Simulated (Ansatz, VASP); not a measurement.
# AlRu: VASP beside Ansatz

Contents of INCAR:

```
SYSTEM = AlRu
PREC = Accurate ; ENCUT = 520
EDIFF = 1E-6 ; ISMEAR = 0
SIGMA = 0.15 ; LREAL = .False.
LASPH = .True. ; NELM = 100
ALGO = Fast ; ISIF = 2
LWAVE = .False. ; LCHARG = .False.
GGA = PS ; NBANDS = 16
```

The input KPOINTS:

```
Automatic mesh
0
Gamma
  16 16 16
  0 0 0
```

Contents of POSCAR:

```
AlRu
1.0
    2.9916000000      0.0000000000      0.0000000000
    0.0000000000      2.9916000000      0.0000000000
    0.0000000000      0.0000000000      2.9616840000
Al Ru
1 1
Direct
    0.0000000000      0.0000000000      0.0000000000
    0.5000000000      0.5000000000      0.5000000000
```

Input for Ansatz:

```yaml
crystal:
  lattice:
    - [2.9916, 0.0, 0.0]
    - [0.0, 2.9916, 0.0]
    - [0.0, 0.0, 2.961684]
  atoms:
    - { symbol: Al, position: [0.0, 0.0, 0.0] }
    - { symbol: Ru, position: [0.5, 0.5, 0.5] }
basis:
  ecutwfc: 420
kpoints:
  mp_grid: { grid: [16, 16, 16] }
hamiltonian:
  xc: pbesol
scf:
  occupations: { method: gaussian, width: 0.15 }
output:
  forces: true
  stress: true
  eigenvalues: true
```

Change from the starting cell: strain -0.0100 x Voigt [0, 0, 1, 0, 0, 0], atoms carried along.

Alike in both runs: task single point; functional PBEsol; k mesh 16 × 16 × 16; occupations gaussian, width 0.15 eV; no spin polarisation.

|  | VASP | Ansatz |
| --- | --- | --- |
| version | VASP 6.6.1 | Ansatz 0.2.0 |
| potentials or method | VASP PAW PBE potentials, release 64 (Al, Ru_pv), cutoff 520 eV | scalar-relativistic, plane waves, PAW |
| valence electrons in the cell | 17 | 19 |

|  | VASP | Ansatz | Ansatz less VASP |
| --- | --- | --- | --- |
| gap on the k mesh at the Fermi level (eV) | none | none | - |
| pressure (GPa) | -1.1 | -1.1 | -0.02 |
| traceless stress, the component that is largest in VASP (GPa) | 1.18 | 1.18 | -0.005 |

VASP's potentials were made for PBE, not for PBEsol. A gap of «none» marks a metal or a gap that the smearing closes. With one functional, cell and mesh, what is left measures potentials, basis and numerics. VASP's potentials hold 17 valence electrons a cell and Ansatz's 19, so a difference there can come from the potentials and not from the codes.
